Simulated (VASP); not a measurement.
## Li2S: single point with PBEsol

Li2S:

```xyz
3
Lattice="0.0141 2.8344 2.8344 2.8344 0.0141 2.8344 2.8344 2.8344 0.0141" Properties=species:S:1:pos:R:3 pbc="T T T"
Li    1.4195    1.4195    1.4195
Li    4.2634    4.2634    4.2634
S     0.0000    0.0000    0.0000
```

This cell differs from its parent crystal: equal xy, yz and zx engineering shears of +0.5 %.

```json
{"Program": "VASP 6.6.1", "Task": "single point", "Functional": "PBEsol", "Potentials or basis": "VASP PAW PBE potentials, release 64 (Li_sv, S)", "Cutoff": "750 eV", "k mesh": "6 × 6 × 6", "Occupations": "gaussian, width 0.01 eV", "Spin": "no spin polarisation"}
```

```json
{"Pressure": "0.0 GPa", "Largest force": "0.003 eV/Å", "Band gap on the k mesh": "3.19 eV (least direct gap 4.21 eV)"}
```

Forces on the atoms (eV/Å):
```
Li  -0.002 -0.002 -0.002
Li   0.002  0.002  0.002
S    0.000  0.000  0.000
```

Stress tensor (GPa, compression positive):
```
-0.04 -0.18 -0.18
-0.18 -0.04 -0.18
-0.18 -0.18 -0.04
```

Levels at points of the mesh, in eV from the valence-band top:
| k point | band 2 | band 3 | band 4 | band 5 | band 6 | band 7 | band 8 | band 9 | band 10 | band 11 |
| --- | --- | --- | --- | --- | --- | --- | --- | --- | --- | --- |
| (0.00, 0.00, 0.00) | -43.41 | -11.09 | -0.03 | 0.00 | 0.00 | 4.21 | 6.09 | 6.18 | 6.18 | 11.18 |
| (0.50, 0.00, 0.00) | -43.43 | -10.63 | -3.01 | -0.55 | -0.54 | 6.09 | 6.45 | 6.49 | 8.34 | 12.78 |
| (0.50, 0.50, 0.00) | -43.43 | -10.50 | -2.25 | -1.52 | -1.48 | 3.19 | 7.07 | 11.11 | 11.14 | 12.23 |
| (0.50, 0.50, 0.50) | -43.43 | -10.64 | -3.01 | -0.52 | -0.52 | 6.11 | 6.52 | 6.52 | 8.33 | 12.81 |

Run time: 28 s on 1 thread of Intel(R) Xeon(R) Platinum 8488C (Sapphire Rapids), with other jobs on the host, peak memory 0.2 GiB.

Caveat: the cell differs from its parent crystal (equal xy, yz and zx engineering shears of +0.5 %); the PAW data sets were made with another functional, which shifts forces and pressure a little. A k mesh can miss the band edges.
